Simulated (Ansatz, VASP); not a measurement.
**Rb in VASP and in Ansatz**

File INCAR:

```
SYSTEM = Rb
PREC = Accurate
ENCUT = 520
EDIFF = 1E-6
ISMEAR = -1
SIGMA = 0.05
LREAL = .False.
LASPH = .True.
NELM = 80
ALGO = Normal
ISIF = 2
LWAVE = .False.
LCHARG = .False.
GGA = PE
NBANDS = 10
```

Contents of KPOINTS:

```
Automatic mesh
0
Gamma
  5 5 5
  0 0 0
```

Contents of POSCAR:

```
Rb
1.0
   -2.8060000000      2.8060000000      2.8060000000
    2.8060000000     -2.8060000000      2.8060000000
    2.8060000000      2.8060000000     -2.8060000000
Rb
1
Direct
    0.0000000000      0.0000000000      0.0000000000
```

Input for Ansatz:

```yaml
crystal:
  lattice:
    - [-2.806, 2.806, 2.806]
    - [2.806, -2.806, 2.806]
    - [2.806, 2.806, -2.806]
  atoms:
    - { symbol: Rb, position: [0.0, 0.0, 0.0] }
kpoints:
  mp_grid: { grid: [5, 5, 5] }
scf:
  occupations: { method: fermi_dirac, width: 0.05 }
hamiltonian:
  xc: pbe
  pseudopotentials: { kind: all_electron, lapw: { basis_error: 0.0005 } }
output:
  forces: true
  stress: true
  eigenvalues: true
```

Alike in both runs: task single point; functional PBE; k mesh 5 × 5 × 5; occupations fermi-dirac, width 0.05 eV; no spin polarisation.

|  | VASP | Ansatz |
| --- | --- | --- |
| version | VASP 6.6.1 | Ansatz 0.2.0 |
| potentials or method | VASP PAW PBE potentials, release 64 (Rb_sv), cutoff 520 eV | all-electron LAPW, scalar-relativistic |

```tsv
	VASP	Ansatz	Ansatz less VASP
pressure (GPa)	0.1	0.1	0.00
```

Ansatz ran all-electron here, and VASP with PAW potentials.
